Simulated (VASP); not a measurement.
A run of VASP 6.6.1 is set up as follows.

The input INCAR:

```
SYSTEM = SiC
PREC     = Accurate       ! precision mode
ENCUT    = 600            ! plane-wave cutoff, eV
EDIFF    = 1E-8           ! SCF threshold, eV
ISMEAR   = 0              ! smearing method
SIGMA    = 0.01           ! smearing width, eV
LREAL    = .FALSE.        ! projectors in reciprocal space
LASPH    = .TRUE.         ! aspherical terms in the spheres
NELM     = 60             ! most SCF steps
ALGO     = Normal         ! electronic algorithm
ISIF     = 3              ! what is computed and relaxed
LWAVE    = .FALSE.        ! write WAVECAR
LCHARG   = .FALSE.        ! write CHGCAR
GGA      = CA             ! functional
IBRION   = 6              ! ionic algorithm
NFREE    = 2            
POTIM    = 0.015          ! step
NSW      = 1              ! ionic steps
```

KPOINTS

```
regular mesh
0
G
  10 10 10
  0 0 0
```

POSCAR

```
SiC
1.0
    0.0000000000      2.1644840682      2.1644840682
    2.1644840682      0.0000000000      2.1644840682
    2.1644840682      2.1644840682      0.0000000000
Si C
1 1
Direct
    0.0000000000      0.0000000000      0.0000000000
    0.2500000000      0.2500000000      0.2500000000
```

Potentials or basis: VASP PAW LDA potentials, release 64 (Si, C).

The run is started by

```bash
$ cat potpaw_LDA.64/Si/POTCAR potpaw_LDA.64/C/POTCAR > POTCAR
$ mpirun -np 1 vasp_std > vasp.out
```

(1) What does it give for the elastic constants C11, C12, C44?

(2) Predict the Voigt bulk modulus.

(3) Predict the highest phonon frequency at Γ, LO-TO splitting left out.

## Answers

(1) 403, 142, 253 GPa.

(2) 229 GPa.

(3) 798 cm⁻¹.
